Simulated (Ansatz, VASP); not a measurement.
**Zr in VASP and in Ansatz**

File INCAR:

```
SYSTEM = Zr
PREC = Accurate
ENCUT = 500
EDIFF = 1E-6
ISMEAR = -1
SIGMA = 0.1
LREAL = .False.
LASPH = .True.
NELM = 120
ALGO = Normal
ISIF = 2
LWAVE = .False.
LCHARG = .False.
GGA = PS
NBANDS = 19
GGA_COMPAT = .False.
```

File KPOINTS:

```
regular mesh
0
Gamma
  12 12 12
  0 0 0
```

Contents of POSCAR:

```
Zr
1.0
    0.0000000000      2.8254859973      2.8254859973
    2.8254859973      0.0000000000      2.8254859973
    2.8254859973      2.8254859973      0.0000000000
Zr
2
Direct
   -0.1250000000     -0.1250000000     -0.1250000000
    0.1250000000      0.1250000000      0.1250000000
```

Input for Ansatz:

```yaml
crystal:
  lattice:
    - [0.0, 2.8254859973, 2.8254859973]
    - [2.8254859973, 0.0, 2.8254859973]
    - [2.8254859973, 2.8254859973, 0.0]
  atoms:
    - { symbol: Zr, position: [-0.125, -0.125, -0.125] }
    - { symbol: Zr, position: [0.125, 0.125, 0.125] }
kpoints:
  mp_grid: { grid: [12, 12, 12] }
scf:
  occupations: { method: fermi_dirac, width: 0.1 }
hamiltonian:
  xc: pbesol
  pseudopotentials: { kind: all_electron, datasets: crystal }
output:
  forces: true
  stress: true
  eigenvalues: true
```

Change from the starting cell: volume scaled by 0.78, crystal datasets.

Alike in both runs: task single point; functional PBEsol; k mesh 12 × 12 × 12; occupations fermi-dirac, width 0.1 eV; no spin polarisation.

|  | VASP | Ansatz |
| --- | --- | --- |
| version | VASP 6.6.1 | Ansatz 0.2.0 |
| potentials or method | VASP PAW PBE potentials, release 64 (Zr_sv), cutoff 500 eV | all-electron PAW with datasets made for the crystal, scalar-relativistic |

|  | VASP | Ansatz | Ansatz less VASP |
| --- | --- | --- | --- |
| pressure (GPa) | 15.3 | 14.8 | -0.51 |

VASP's potentials were made for PBE, not for PBEsol. Ansatz ran all-electron here, and VASP with PAW potentials.
